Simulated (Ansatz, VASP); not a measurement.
**Ti: VASP beside Ansatz**

```xyz
2
Lattice="2.8038 0.0000 0.0000 -1.4019 2.4282 0.0000 0.0000 0.0000 4.4482" Properties=species:S:1:pos:R:3 pbc="T T T"
Ti    0.0000    1.6188    1.1120
Ti    1.4019    0.8094    3.3361
```

Change from the starting cell: volume scaled by 0.94, LAPW.

Alike in both runs: task single point; functional LDA; k mesh 15 × 15 × 8; occupations fermi-dirac, width 0.05 eV; no spin polarisation.

|  | VASP | Ansatz |
| --- | --- | --- |
| version | VASP 6.6.1 | Ansatz 0.2.0 |
| potentials or method | VASP PAW LDA potentials, release 64 (Ti_sv), cutoff 520 eV | all-electron LAPW, scalar-relativistic |

|  | VASP | Ansatz | Ansatz less VASP |
| --- | --- | --- | --- |
| pressure (GPa) | 8.5 | 8.7 | +0.22 |

LDA's correlation is that of Perdew and Zunger in VASP and of Perdew and Wang (1992) in Ansatz. Ansatz ran all-electron here, and VASP with PAW potentials.
